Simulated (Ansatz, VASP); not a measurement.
Cu: VASP beside Ansatz

```
Cu
1.0
     1.19416   -3.90351    0.00000
     1.19416    3.90351    0.00000
     0.00000    0.00000    2.43252
Cu
2
Direct
  0.13335 0.86665 0.25000
  0.86665 0.13335 0.75000
```

Alike in both runs: functional PBEsol; dispersion D3(BJ); k mesh 12 × 12 × 11; no spin polarisation.

Ansatz relaxed the structure, and its values are those at the end. VASP's run is a single point on that final structure, the one shown.

|  | VASP | Ansatz |
| --- | --- | --- |
| version | VASP 6.6.1 | Ansatz 0.2.0 |
| potentials or method | VASP PAW PBE potentials, release 64 (Cu), cutoff 600 eV | plane waves, PAW |
| occupations | methfessel-paxton of order 1, width 0.1 eV | cold |
| valence electrons in the cell | 22 | 38 |

|  | VASP | Ansatz | Ansatz less VASP |
| --- | --- | --- | --- |
| pressure (GPa) | 0.8 | 0.0 | -0.80 |
| rms of the force components (eV/Å) | 0.003 | 0.000 | -0.0031 |

VASP's potentials were made for PBE, not for PBEsol. VASP's potentials hold 22 valence electrons a cell and Ansatz's 38, so a difference there can come from the potentials and not from the codes. Ansatz's warnings: stress scf threshold loose.
